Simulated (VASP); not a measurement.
Input of a VASP 6.6.1 run:

Contents of POSCAR:

```
Si
1.0
    0.0000000000      2.7329806565      2.7329806565
    2.7329806565      0.0000000000      2.7329806565
    2.7329806565      2.7329806565      0.0000000000
Si
2
Direct
    0.0000000000      0.0000000000      0.0000000000
    0.2500000000      0.2500000000      0.2500000000
```

INCAR.step1

```
PREC = Accurate
ENCUT = 520
ISMEAR = 0
SIGMA = 0.01
LREAL = False
LASPH = True
NELM = 60
NBANDS = 11
GGA = PE
ALGO = Normal
EDIFF = 1E-4
LWAVE = True
LCHARG = False
```

INCAR.step2

```
PREC = Accurate
ENCUT = 520
EDIFF = 1E-6
ISMEAR = 0
SIGMA = 0.01
LREAL = False
LASPH = True
NELM = 60
ALGO = Normal
ISIF = 2
LWAVE = False
LCHARG = True
METAGGA = R2SCAN
LMIXTAU = True
LELF = True
LVHAR = True
NBANDS = 11
ISTART = 1
```

The input KPOINTS:

```
regular mesh
0
Gamma
  12 12 12
```

Potentials or basis: VASP PAW PBE potentials, release 64 (Si).

Command:

```sh
$ cat potpaw_PBE.64/Si/POTCAR > POTCAR
$ cp INCAR.step1 INCAR
$ mpirun -np 1 vasp_std > vasp.out
$ cp INCAR.step2 INCAR
$ mpirun -np 1 vasp_std > vasp.out
```

Question: Predict the pressure.

Answer: -1.4 GPa.

Question: Estimate the band gap on the k mesh.

Answer: 0.81 eV, indirect (least direct gap 2.75 eV).

Caveat: the PAW data sets were made with another functional, which shifts forces and pressure a little. A k mesh can miss the band edges.
